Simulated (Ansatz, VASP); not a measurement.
# Two plane-wave programs on ScTiN2

Contents of INCAR:

```
SYSTEM = ScTiN2
ALGO     = Normal         ! electronic algorithm
EDIFF    = 1E-6           ! SCF threshold, eV
ENCUT    = 520            ! plane-wave cutoff, eV
GGA      = PE             ! functional
ISIF     = 2              ! what is computed and relaxed
ISMEAR   = 0              ! smearing method
ISPIN    = 2              ! spin polarisation
LASPH    = .TRUE.         ! aspherical terms in the spheres
LCHARG   = .FALSE.        ! write CHGCAR
LMAXMIX  = 4              ! l up to which the mixer works
LORBIT   = 11             ! projections on sites
LREAL    = .FALSE.        ! projectors in reciprocal space
LWAVE    = .FALSE.        ! write WAVECAR
MAGMOM   = 0 1 0 0        ! initial moments
NBANDS   = 28             ! bands
NELM     = 150            ! most SCF steps
PREC     = Accurate       ! precision mode
SIGMA    = 0.1            ! smearing width, eV
```

File KPOINTS:

```
k-points
0
G
  6 6 4
  0 0 0
```

The input POSCAR:

```
ScTiN2
1.0
    3.4609044800      0.0000000000      0.0000000000
    0.0000000000      3.4609044800      0.0000000000
    0.0000000000      0.0000000000      4.7232243000
Sc Ti N
1 1 2
Direct
    0.5000000000      0.5000000000      0.5000000000
    0.0000000000      0.0000000000      0.0000000000
    0.0000000000      0.0000000000      0.5000000000
    0.5000000000      0.5000000000      0.0000000000
```

Input for Ansatz:

```yaml
crystal:
  lattice:
    - [3.46090448, 0.0, 0.0]
    - [0.0, 3.46090448, 0.0]
    - [0.0, 0.0, 4.7232243]
  atoms:
    - { symbol: Sc, position: [0.5, 0.5, 0.5] }
    - { symbol: Ti, position: [0.0, 0.0, 0.0], spin: 1.0 }
    - { symbol: "N", position: [0.0, 0.0, 0.5] }
    - { symbol: "N", position: [0.5, 0.5, 0.0] }
basis:
  ecutwfc: 420
kpoints:
  mp_grid: { grid: [6, 6, 4] }
hamiltonian:
  xc: pbe
scf:
  occupations: { method: gaussian, width: 0.1 }
  lower_state_search: "off"
output:
  forces: true
  stress: true
  eigenvalues: true
  populations: true
magnetization:
  spin_polarized: true
```

Change from the starting cell: species swapped into the LiNdSe2 type (P4/mmm, No. 123).

Alike in both runs: task single point; functional PBE; k mesh 6 × 6 × 4; occupations gaussian, width 0.1 eV; collinear spin.

|  | VASP | Ansatz |
| --- | --- | --- |
| version | VASP 6.6.1 | Ansatz 0.2.0 |
| potentials or method | VASP PAW PBE potentials, release 64 (Sc_sv, Ti_sv, N), cutoff 520 eV | scalar-relativistic, plane waves, PAW |
| valence electrons in the cell | 33 | 33 |

```tsv
	VASP	Ansatz	Ansatz less VASP
gap on the k mesh at the Fermi level (eV)	none	none	-
net moment per atom (μB)	0.07	0.07	0.000
size of the moment on the site where the two differ most (μB)	0.21	0.19	-0.021
```

Site moments also hang on the region over which each program counts them. A gap of «none» marks a metal or a gap that the smearing closes.
